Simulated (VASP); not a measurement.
# BeTe (F-43m) in VASP: density of states with PBEsol

Aim: the density of states of BeTe with PBEsol.

Everything below comes from runs of VASP 6.6.1. Logs are shortened: lines on timing, memory, paths and dates and some standing lists are left out, and cuts for length are marked.

## 1. The cell of the first run

It takes space group F-43m (No. 216, cubic). The conventional cell has a = 5.540 Å, b = 5.540 Å, c = 5.540 Å, α = 90.00°, β = 90.00°, γ = 90.00°. Within 3.2 Å of Be (site symmetry -43m) lie 4 Te at 2.40 Å. Te (site symmetry -43m) has 4 Be at 2.40 Å within 3.2 Å.

## 2. Density of states, PBEsol

POSCAR reads:

```
BeTe
1.0
    0.0000000000      2.7700000000      2.7700000000
    2.7700000000      0.0000000000      2.7700000000
    2.7700000000      2.7700000000      0.0000000000
Be Te
1 1
Direct
    0.0000000000      0.0000000000      0.0000000000
    0.2500000000      0.2500000000      0.2500000000
```

INCAR.step1 reads:

```
PREC = Accurate
ENCUT = 520
EDIFF = 1E-6
ISMEAR = 0
SIGMA = 0.01
LREAL = False
LASPH = True
NELM = 120
ALGO = Normal
ISIF = 2
LWAVE = False
LCHARG = True
GGA = PS
NBANDS = 11
GGA_COMPAT = False
NEDOS = 2001
LORBIT = 11
```

KPOINTS.step1 reads:

```
regular mesh
0
Gamma
  7 7 7
```

INCAR.step2 reads:

```
PREC = Accurate
ENCUT = 520
EDIFF = 1E-6
ISMEAR = -5
SIGMA = 0.01
LREAL = False
LASPH = True
NELM = 120
ALGO = Normal
ISIF = 2
LWAVE = False
LCHARG = False
GGA = PS
LORBIT = 11
NEDOS = 1001
ICHARG = 11
GGA_COMPAT = False
```

KPOINTS.step2 reads:

```
regular mesh
0
Gamma
  11 11 11
```

Potentials or basis: VASP PAW PBE potentials, release 64 (Be, Te).

The run is started by

```
$ cat potpaw_PBE.64/Be/POTCAR potpaw_PBE.64/Te/POTCAR > POTCAR
$ cp INCAR.step1 INCAR
$ cp KPOINTS.step1 KPOINTS
$ mpirun -np 1 vasp_std > vasp.out
$ cp INCAR.step2 INCAR
$ cp KPOINTS.step2 KPOINTS
$ mpirun -np 1 vasp_std > vasp.out
```

OUTCAR:

```text
PREC = Accurate
   ENCUT = 520
   EDIFF = 1E-6
   ISMEAR = -5
   LREAL = False
   LASPH = True
   NELM = 120
   ISIF = 2
   GGA = PS
   LORBIT = 11
   ICHARG = 11

 ion  position               nearest neighbor table
   1  0.000  0.000  0.000-   2 2.40   2 2.40   2 2.40   2 2.40
   2  0.250  0.250  0.250-   1 2.40   1 2.40   1 2.40   1 2.40

  LATTYP: Found a face centered cubic cell.
 ALAT       =     5.5400000000

  Lattice vectors:

 A1 = (   0.0000000000,   2.7700000000,   2.7700000000)
 A2 = (   2.7700000000,   0.0000000000,   2.7700000000)
 A3 = (   2.7700000000,   2.7700000000,   0.0000000000)

Analysis of symmetry for initial positions (statically):
=====================================================================
 Subroutine PRICEL returns:
 Original cell was already a primitive cell.

 Routine SETGRP: Setting up the symmetry group for a
 face centered cubic supercell.

 Subroutine GETGRP returns: Found 24 space group operations
 (whereof 24 operations were pure point group operations)
 out of a pool of 48 trial point group operations.

The static configuration has the point symmetry T_d .

Analysis of symmetry for dynamics (positions and initial velocities):
=====================================================================
 Subroutine PRICEL returns:
 Original cell was already a primitive cell.

 Routine SETGRP: Setting up the symmetry group for a
 face centered cubic supercell.

 Subroutine GETGRP returns: Found 24 space group operations
 (whereof 24 operations were pure point group operations)
 out of a pool of 48 trial point group operations.

The dynamic configuration has the point symmetry T_d .

 Subroutine INISYM returns: Found 24 space group operations
 (whereof 24 operations are pure point group operations),
 and found     1 'primitive' translations

----------------------------------------------------------------------------------------

                                     Primitive cell

  volume of cell :      42.5079

  direct lattice vectors                    reciprocal lattice vectors
     0.000000000  2.770000000  2.770000000    -0.180505415  0.180505415  0.180505415
     2.770000000  0.000000000  2.770000000     0.180505415 -0.180505415  0.180505415
[... 88 lines left out ...]
   LREAL  =      F    real-space projection
   EDIFFG = 0.1E-04   stopping-criterion for IOM
   NSW    =      0    number of steps for IOM
   IBRION =     -1    ionic relax: 0-MD 1-quasi-New 2-CG
   NFREE  =      0    steps in history (QN), initial steepest desc. (CG)
   ISIF   =      2    stress and relaxation
   ISYM   =      2    0-nonsym 1-usesym 2-fastsym
   POTIM  = 0.5000    time-step for ionic-motion
   TEBEG  =    0.0;   TEEND  =   0.0 temperature during run
   PSTRESS=    0.0 pullay stress
   NELECT =       8.0000    total number of electrons
   NUPDOWN=      -1.0000    fix difference up-down
   EMIN   =  10.00;   EMAX   =-10.00  energy-range for DOS
   EFERMI =   0.00;   METHOD = LEGACY
   ISMEAR =    -5;   SIGMA  =   0.01  broadening in eV -4-tet -1-fermi 0-gaus
   EFERMI_NEDOS =   21; number of points for ismear=-14 and -15
   IALGO  =     38    algorithm
   IMIX   =      4    mixing-type and parameters
     AMIX     =   0.40;   BMIX     =  1.00
     AMIX_MAG =   1.60;   BMIX_MAG =  1.00
  volume/ion in A,a.u.               =      21.25       143.43
  Fermi-wavevector in a.u.,A,eV,Ry     =   0.938170  1.772885 11.975354  0.880164
  Thomas-Fermi vector in A             =   2.065355
   LORBIT       =     11    0 simple, 1 ext, 2 COOP (PROOUT), +10 PAW based schemes
   GGA     = PS    functional components
   LHFCALC =     F    Hartree Fock is set to
   AEXX    =    0.0000 exact exchange contribution
   IVDW    =     0    specifies the selected vdW correction
   LEPSILON=     F    determine dielectric tensor
   LRPA    =     F    only Hartree local field effects (RPA)
 non-spin polarized calculation
 Fermi weights with tetrahedron method with Bloechl corrections
  energy-cutoff  :      520.00
  volume of cell :       42.51
 maximum number of plane-waves:      1167
 NGX is ok and might be reduce to    30

 number of electron       8.0000000 magnetization

 Free energy of the ion-electron system (eV)
  ---------------------------------------------------
  ext. energy  EPLUGINS =         0.00000000
  ---------------------------------------------------
  free energy    TOTEN  =        -8.20327303 eV

  energy without entropy =       -8.20327303  energy(sigma->0) =       -8.20327303

 E-fermi :   5.5839     XC(G=0):  -9.3977

 val. band max:        5.5707151979   @ k =   0.0000   0.0000   0.0000
 cond. band min:       7.3282855407   @ k =   0.4545   0.4545   0.0000
 fundamental gap:      1.7575703428
 Fermi energy:         5.5838774922

 k-point     1 :       0.0000    0.0000    0.0000
  band No.  band energies     occupation
      1      -7.0997      2.00000
      2       5.5707      2.00000
      3       5.5707      2.00000
      4       5.5707      2.00000
      5       9.1236      0.00000
      6       9.1236      0.00000
      7       9.1236      0.00000
      8       9.6663      0.00000
[... 243 lines left out ...]
 k-point    24 :      -0.1818    0.1818    0.0000
  band No.  band energies     occupation
      1      -6.2716      2.00000
      2       1.9481      2.00000
      3       3.2129      2.00000
      4       4.8944      2.00000
      5       9.6775      0.00000
      6      10.1629      0.00000
      7      10.7554      0.00000
      8      11.9101      0.00000

 [... further k-points ...]
[... 5 lines left out ...]
  --------------------------------------------------------------------------------------
  -------------------------------------------------------------------------------------
  Total        0.6634502      0.6634502      0.6634502      0.0000000      0.0000000     -0.0000000
  in kB       25.0063086     25.0063086     25.0063086      0.0000000      0.0000000     -0.0000000
  external PRESSURE =      25.0063086 kB  Pullay stress =       0.0000000 kB

 VOLUME and BASIS-vectors are now :
 -----------------------------------------------------------------------------
  energy-cutoff  :      520.00
  volume of cell :       42.51
      direct lattice vectors                 reciprocal lattice vectors
     0.000000000  2.770000000  2.770000000    -0.180505415  0.180505415  0.180505415
     2.770000000  0.000000000  2.770000000     0.180505415 -0.180505415  0.180505415
     2.770000000  2.770000000  0.000000000     0.180505415  0.180505415 -0.180505415

 POSITION                                       TOTAL-FORCE (eV/Angst)
 -----------------------------------------------------------------------------------
      0.00000      0.00000      0.00000         0.000000      0.000000     -0.000000
      1.38500      1.38500      1.38500        -0.000000     -0.000000      0.000000
 -----------------------------------------------------------------------------------
    total drift:                                0.000000      0.000000      0.000000

  FREE ENERGIE OF THE ION-ELECTRON SYSTEM (eV)
  ---------------------------------------------------
  free  energy   TOTEN  =        -8.2032730339 eV

  energy  without entropy=       -8.2032730339  energy(sigma->0) =       -8.20327303

 total charge

# of ion       s       p       d       tot
------------------------------------------
    1        0.382   0.613   0.000   0.995
    2        1.333   2.162   0.037   3.532
--------------------------------------------------
tot          1.715   2.775   0.037   4.527
```

OSZICAR.step1:

```text
N       E                     dE             d eps       ncg     rms          rms(c)
DAV:   1     0.188845417343E+02    0.18885E+02   -0.33519E+03   440   0.592E+02
DAV:   2    -0.727429359267E+01   -0.26159E+02   -0.25332E+02   561   0.938E+01
DAV:   3    -0.836157448706E+01   -0.10873E+01   -0.10848E+01   578   0.205E+01
DAV:   4    -0.837384264080E+01   -0.12268E-01   -0.12265E-01   522   0.240E+00
DAV:   5    -0.837411046290E+01   -0.26782E-03   -0.26782E-03   552   0.338E-01    0.427E+00
DAV:   6    -0.824512992478E+01    0.12898E+00   -0.13010E-01   506   0.143E+00    0.254E+00
DAV:   7    -0.820133690701E+01    0.43793E-01   -0.11853E-01   520   0.146E+00    0.469E-01
DAV:   8    -0.820123797649E+01    0.98931E-04   -0.59895E-03   509   0.441E-01    0.982E-02
DAV:   9    -0.820135077726E+01   -0.11280E-03   -0.20249E-04   540   0.885E-02    0.326E-02
DAV:  10    -0.820136814506E+01   -0.17368E-04   -0.37510E-05   493   0.297E-02    0.148E-02
DAV:  11    -0.820136822063E+01   -0.75569E-07   -0.10946E-06   533   0.655E-03
   1 F= -.82013682E+01 E0= -.82013682E+01  d E =-.117933E-16
```

Wall time 13 s (1 thread of Intel Xeon Platinum 8559C (Emerald Rapids), shared host); peak memory 0.17 GiB.

What came out:

- Valence electrons inside the program's atomic spheres: Be 0.99; Te 3.53

Levels at points of the mesh, in eV from the valence-band top:
```csv
k point,band 1,band 2,band 3,band 4,band 5,band 6,band 7,band 8
"(0.00, 0.00, 0.00)",-12.67,0.00,0.00,0.00,3.55,3.55,3.55,4.10
```

Caveat: the PAW data sets were made with another functional, which shifts forces and pressure a little; spin-orbit coupling is left out, which moves the levels of the heavy elements.
